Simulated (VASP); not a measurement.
# Mg9O8 (a cell with a defect) in VASP: a series of runs

Runs on Mg9O8 (a cell with a defect). Level: LDA. Tasks: single point.

Everything below comes from runs of VASP 6.6.1. Logs are shortened: lines on timing, memory, paths and dates and some standing lists are left out, and cuts for length are marked.

## Step 1: The cell of the first run

The cell holds a defect, 17 atoms: a = 5.913 Å, b = 5.913 Å, c = 5.913 Å, α = 60.00°, β = 60.00°, γ = 60.00°.

## Step 2: Single point, LDA

Input file INCAR:

```
SYSTEM = Mg9O8
  PREC = Accurate
  ENCUT = 520
  EDIFF = 1E-7
  ISMEAR = -1
  SIGMA = 0.02
  LREAL = Auto
  LASPH = .True.
  NELM = 80
  ALGO = Normal
  ISIF = 2
  LWAVE = .False.
  LCHARG = .False.
  GGA = CA
  NBANDS = 47
```

Input file KPOINTS:

```
Automatic mesh
0
Gamma
  2 2 2
  0 0 0
```

Input file POSCAR:

```
Mg9O8
1.0
    0.0000000000      4.1810000000      4.1810000000
    4.1810000000      0.0000000000      4.1810000000
    4.1810000000      4.1810000000      0.0000000000
Mg O
9 8
Direct
   -0.0274097106      0.0077493423      0.0156661086
    0.0069361397     -0.0215259507      0.5292992107
    0.0334369768      0.4518057881      0.0685481942
   -0.0067208802      0.4779000239      0.5809614925
    0.4788447740      0.0455513035     -0.0534202344
    0.5243721598      0.0325759388      0.4563262377
    0.4847883282      0.4319779957     -0.0390337240
    0.4704974886      0.5339272901      0.5232839034
    0.5941401579      0.5937574743      0.1079406840
    0.2701745994      0.2104520450      0.2505620665
    0.2714900741      0.2771824922      0.7045922028
    0.2308897393      0.7639679503      0.2489237025
    0.2588734752      0.7852547238      0.7250298972
    0.7881009328      0.2299808658      0.2647333174
    0.7487682373      0.2733317388      0.6966276011
    0.7625209280      0.7339870844      0.2557282947
    0.7468548194      0.8042812724      0.7384118632
```

Potentials or basis: VASP PAW LDA potentials, release 64 (Mg, O).

On the command line:

```console
$ cat potpaw_LDA.64/Mg/POTCAR potpaw_LDA.64/O/POTCAR > POTCAR
$ mpirun -np 1 vasp_std > vasp.out
```

OUTCAR:

```text
SYSTEM = Mg9O8
   PREC = Accurate
   ENCUT = 520
   EDIFF = 1E-7
   ISMEAR = -1
   LREAL = Auto
   LASPH = .True.
   NELM = 80
   ISIF = 2
   GGA = CA

 ion  position               nearest neighbor table
   1  0.973  0.008  0.016-  14 2.00  16 2.03  12 2.06  13 2.16  15 2.29  11 2.38   6 2.63   4 2.69
                             7 2.76   2 2.87   5 2.92   3 2.99   3 3.00   5 3.03   2 3.06   9 3.20
   2  0.007  0.978  0.529-  17 1.83  13 1.89  15 1.98  14 2.03  10 2.08  12 2.08   8 2.69   3 2.77
                             5 2.83   4 2.86   1 2.87   6 2.93   6 3.03   1 3.06   4 3.08   5 3.15
   3  0.033  0.452  0.069-  10 1.77  14 1.97  16 1.99   9 2.22  11 2.33   7 2.37  13 2.39   5 2.59
                            17 2.59   2 2.77   4 2.93   8 2.94   1 2.99   4 3.00   1 3.00   8 3.05
   4  0.993  0.478  0.581-  11 1.74  15 1.99  17 2.08  12 2.23  16 2.34  10 2.51   1 2.69   7 2.76
                             8 2.84   2 2.86   3 2.93   6 2.95   9 2.99   3 3.00   2 3.08   6 3.09
   5  0.479  0.046  0.947-  11 1.88  17 1.90  10 2.01  15 2.08   9 2.19  12 2.23   7 2.35  16 2.48
                             3 2.59   8 2.71   6 2.81   2 2.83   1 2.92   1 3.03   6 3.12   2 3.15
   6  0.524  0.033  0.456-  14 1.95  10 1.95  11 2.06  16 2.11  17 2.12  13 2.15   1 2.63   7 2.73
                             5 2.81   8 2.93   2 2.93   4 2.95   9 3.02   8 3.02   2 3.03   4 3.09
   7  0.485  0.432  0.961-  15 1.82  10 1.87   9 2.02  13 2.06   5 2.35   3 2.37   8 2.38  14 2.61
                            12 2.62   6 2.73  17 2.73   1 2.76   4 2.76   1 3.27   6 3.33   4 3.39
   8  0.470  0.534  0.523-  13 1.90  15 1.92  11 1.93   9 2.07  16 2.08  12 2.16  14 2.37   7 2.38
                             2 2.69   5 2.71   4 2.84   6 2.93   3 2.94   6 3.02   3 3.05   4 3.11
   9  0.594  0.594  0.108-  12 1.79  14 1.84  17 1.89   7 2.02   8 2.07   5 2.19  16 2.21   3 2.22
                             4 2.99   6 3.02   1 3.20   1 3.39   4 3.39   2 3.50   6 3.50   2 3.54
  10  0.270  0.210  0.251-   3 1.77   7 1.87   6 1.95   5 2.01   2 2.08   4 2.51
  11  0.271  0.277  0.705-   4 1.74   5 1.88   8 1.93   6 2.06   3 2.33   1 2.38
  12  0.231  0.764  0.249-   9 1.79   1 2.06   2 2.08   8 2.16   5 2.23   4 2.23   7 2.62
  13  0.259  0.785  0.725-   2 1.89   8 1.90   7 2.06   6 2.15   1 2.16   3 2.39
  14  0.788  0.230  0.265-   9 1.84   6 1.95   3 1.97   1 2.00   2 2.03   8 2.37   7 2.61
  15  0.749  0.273  0.697-   7 1.82   8 1.92   2 1.98   4 1.99   5 2.08   1 2.29
  16  0.763  0.734  0.256-   3 1.99   1 2.03   8 2.08   6 2.11   9 2.21   4 2.34   5 2.48
  17  0.747  0.804  0.738-   2 1.83   9 1.89   5 1.90   4 2.08   6 2.12   3 2.59   7 2.73

  LATTYP: Found a face centered cubic cell.
 ALAT       =     8.3620000000

  Lattice vectors:

 A1 = (   0.0000000000,   4.1810000000,   4.1810000000)
 A2 = (   4.1810000000,   0.0000000000,   4.1810000000)
 A3 = (   4.1810000000,   4.1810000000,   0.0000000000)

Analysis of symmetry for initial positions (statically):
=====================================================================
 Subroutine PRICEL returns:
 Original cell was already a primitive cell.

 Routine SETGRP: Setting up the symmetry group for a
 face centered cubic supercell.

 Subroutine GETGRP returns: Found  1 space group operations
 (whereof  1 operations were pure point group operations)
 out of a pool of 48 trial point group operations.

The static configuration has the point symmetry C_1 .

Analysis of symmetry for dynamics (positions and initial velocities):
=====================================================================
 Subroutine PRICEL returns:
 Original cell was already a primitive cell.

 Routine SETGRP: Setting up the symmetry group for a
 face centered cubic supercell.

 Subroutine GETGRP returns: Found  1 space group operations
 (whereof  1 operations were pure point group operations)
 out of a pool of 48 trial point group operations.

The dynamic configuration has the point symmetry C_1 .

 Subroutine INISYM returns: Found  1 space group operations
 (whereof  1 operations are pure point group operations),
 and found     1 'primitive' translations

----------------------------------------------------------------------------------------

                                     Primitive cell

  volume of cell :     146.1741

  direct lattice vectors                    reciprocal lattice vectors
     0.000000000  4.181000000  4.181000000    -0.119588615  0.119588615  0.119588615
     4.181000000  0.000000000  4.181000000     0.119588615 -0.119588615  0.119588615
     4.181000000  4.181000000  0.000000000     0.119588615  0.119588615 -0.119588615

  length of vectors
     5.912826904  5.912826904  5.912826904     0.207133557  0.207133557  0.207133557

[... 50 lines left out ...]
    -0.059794308  0.059794308  0.059794308     0.500000000  0.000000000  0.000000000
     0.059794308 -0.059794308  0.059794308     0.000000000  0.500000000  0.000000000
     0.059794308  0.059794308 -0.059794308     0.000000000  0.000000000  0.500000000

  Length of vectors
     0.103566779  0.103566779  0.103566779

  Shift w.r.t. Gamma in fractional coordinates (k-lattice)
     0.000000000  0.000000000  0.000000000

 Subroutine IBZKPT returns following result:
 ===========================================

 Found      8 irreducible k-points:

 Following reciprocal coordinates:
            Coordinates               Weight
  0.000000  0.000000  0.000000      1.000000
  0.500000  0.000000  0.000000      1.000000
  0.000000  0.500000  0.000000      1.000000
  0.000000  0.000000  0.500000      1.000000
  0.500000  0.500000  0.500000      1.000000
  0.500000  0.500000  0.000000      1.000000
  0.000000  0.500000  0.500000      1.000000
  0.500000  0.000000  0.500000      1.000000
   k-points           NKPTS =      8   k-points in BZ     NKDIM =      8   number of bands    NBANDS=     47
   number of dos      NEDOS =    301   number of ions     NIONS =     17
   total plane-waves  NPLWV = 110592
   dimension x,y,z NGX =    48 NGY =   48 NGZ =   48
   dimension x,y,z NGXF=    96 NGYF=   96 NGZF=   96
   ions per type =               9   8
   NGX,Y,Z   is equivalent  to a cutoff of  13.50, 13.50, 13.50 a.u.
   NGXF,Y,Z  is equivalent  to a cutoff of  26.99, 26.99, 26.99 a.u.
 SYSTEM =  Mg9O8
   PREC   = accura    normal or accurate (medium, high low for compatibility)
   ISTART =      0    job   : 0-new  1-cont  2-samecut
   ICHARG =      2    charge: 1-file 2-atom 10-const
   ISPIN  =      1    spin polarized calculation?
   LNONCOLLINEAR =      F non collinear calculations
   LSORBIT =      F    spin-orbit coupling
   LASPH  =      T    aspherical Exc in radial PAW
   ENCUT  =  520.0 eV  38.22 Ry    6.18 a.u.  10.99 10.99 10.99*2*pi/ulx,y,z
   NELM   =     80;   NELMIN=  2; NELMDL= -5     # of ELM steps
   EDIFF  = 0.1E-06   stopping-criterion for ELM
   LREAL  =      T    real-space projection
   EDIFFG = 0.1E-05   stopping-criterion for IOM
   NSW    =      0    number of steps for IOM
   IBRION =     -1    ionic relax: 0-MD 1-quasi-New 2-CG
   NFREE  =      0    steps in history (QN), initial steepest desc. (CG)
   ISIF   =      2    stress and relaxation
   ISYM   =      2    0-nonsym 1-usesym 2-fastsym
   POTIM  = 0.5000    time-step for ionic-motion
   TEBEG  =    0.0;   TEEND  =   0.0 temperature during run
   PSTRESS=    0.0 pullay stress
   NELECT =      66.0000    total number of electrons
   NUPDOWN=      -1.0000    fix difference up-down
   EMIN   =  10.00;   EMAX   =-10.00  energy-range for DOS
   EFERMI =   0.00;   METHOD = LEGACY
   ISMEAR =    -1;   SIGMA  =   0.02  broadening in eV -4-tet -1-fermi 0-gaus
   EFERMI_NEDOS =   21; number of points for ismear=-14 and -15
   IALGO  =     38    algorithm
   IMIX   =      4    mixing-type and parameters
     AMIX     =   0.40;   BMIX     =  1.00
     AMIX_MAG =   1.60;   BMIX_MAG =  1.00
  volume/ion in A,a.u.               =       8.60        58.03
  Fermi-wavevector in a.u.,A,eV,Ry     =   1.255932  2.373367 21.461342  1.577364
  Thomas-Fermi vector in A             =   2.389664
   LORBIT       =      0    0 simple, 1 ext, 2 COOP (PROOUT), +10 PAW based schemes
   GGA     = CA    functional components
   LHFCALC =     F    Hartree Fock is set to
   AEXX    =    0.0000 exact exchange contribution
   IVDW    =     0    specifies the selected vdW correction
   LEPSILON=     F    determine dielectric tensor
   LRPA    =     F    only Hartree local field effects (RPA)
 non-spin polarized calculation
  energy-cutoff  :      520.00
  volume of cell :      146.17
 maximum number of plane-waves:      3940
 NGX is ok and might be reduce to    48
   NGX = 21   NGY = 21   NGZ = 21

 number of electron      66.0000002 magnetization

 Free energy of the ion-electron system (eV)
  ---------------------------------------------------
  ext. energy  EPLUGINS =         0.00000000
  ---------------------------------------------------
  free energy    TOTEN  =       -92.89231683 eV

  energy without entropy =      -92.88646752  energy(sigma->0) =      -92.88939218

 E-fermi :   9.8199     XC(G=0): -11.9961

 val. band max:        9.7781595864   @ k =   0.5000   0.0000   0.0000
 cond. band min:       9.8484002269   @ k =   0.5000   0.0000   0.5000
 fundamental gap:      0.0702406405
 Fermi energy:         9.8198589784

 k-point     1 :       0.0000    0.0000    0.0000
  band No.  band energies     occupation
      1     -13.7515      2.00000
      2     -12.4728      2.00000
      3     -12.3872      2.00000
      4     -12.2441      2.00000
      5     -12.1201      2.00000
      6     -11.9837      2.00000
[... 373 lines left out ...]
     44      14.5309      0.00000
     45      14.5921      0.00000
 [bands above 45 left out]

------------------------ aborting loop because EDIFF is reached ----------------------------------------

  FORCE on cell =-STRESS in cart. coord.  units (eV):
  Direction    XX          YY          ZZ          XY          YZ          ZX
  --------------------------------------------------------------------------------------
  -------------------------------------------------------------------------------------
  Total       36.1644691     46.8803433     34.0747061      2.0949156      2.6043200      2.8242585
  in kB      396.3895327    513.8435003    373.4841735     22.9618357     28.5452880     30.9559783
  external PRESSURE =     427.9057355 kB  Pullay stress =       0.0000000 kB

 VOLUME and BASIS-vectors are now :
 -----------------------------------------------------------------------------
  energy-cutoff  :      520.00
  volume of cell :      146.17
      direct lattice vectors                 reciprocal lattice vectors
     0.000000000  4.181000000  4.181000000    -0.119588615  0.119588615  0.119588615
     4.181000000  0.000000000  4.181000000     0.119588615 -0.119588615  0.119588615
     4.181000000  4.181000000  0.000000000     0.119588615  0.119588615 -0.119588615

 POSITION                                       TOTAL-FORCE (eV/Angst)
 -----------------------------------------------------------------------------------
      0.09790      4.13190      4.09880        -1.252780      0.829533      0.445330
      6.30400      2.24200      4.12000        -0.199949     -1.341362      1.782561
      2.17560      0.42640      2.02880         0.432848     -2.260271      0.605765
      4.42710      6.58190      6.15100         0.295156     -4.378837      0.370436
      4.14810      5.95970      2.19250         0.243128      0.289500      0.105025
      2.04410      4.10030      2.32860         0.390064      1.002086     -1.668729
[... 9 lines left out ...]
      4.13800      4.25730      6.25690        -0.219948     -1.095380     -0.425758
      6.45000      6.20990      6.48530        -0.609696     -0.112097     -1.034630
 -----------------------------------------------------------------------------------
    total drift:                               -0.002971     -0.001691     -0.002030

  FREE ENERGIE OF THE ION-ELECTRON SYSTEM (eV)
  ---------------------------------------------------
  free  energy   TOTEN  =       -92.8923168282 eV

  energy  without entropy=      -92.8864675240  energy(sigma->0) =      -92.88939218
```

Wall time 55 s (1 thread of Intel Xeon 6975P-C (Granite Rapids), shared host); peak memory 0.26 GiB.

Results:

```
Free energy            : -92.8923 eV
Pressure               : 42.8 GPa
Largest force          : 4.404 eV/Å
Band gap on the k mesh : zero (bands 33 and 34 overlap by 0.07 eV)
```

Forces on the atoms (eV/Å):
```
Mg  -1.253  0.830  0.445
Mg  -0.200 -1.341  1.783
Mg   0.433 -2.260  0.606
Mg   0.295 -4.379  0.370
Mg   0.243  0.289  0.105
Mg   0.390  1.002 -1.669
Mg   0.240 -1.818  0.153
Mg   0.700  0.832 -0.077
Mg  -1.472  0.337  2.105
O   -0.298  1.391 -0.447
O    0.040  2.567 -0.393
O    1.491  0.176 -0.026
O    0.659  1.177 -0.884
O    0.476  1.336 -0.015
O   -0.914  1.068 -0.597
O   -0.220 -1.095 -0.426
O   -0.610 -0.112 -1.035
```

Stress tensor (GPa, compression positive):
```
39.64  2.30  3.10
 2.30 51.38  2.85
 3.10  2.85 37.35
```

Caveat: the k points lie up to 0.65 Å⁻¹ apart.

(Part 1 of 2 ends here.)
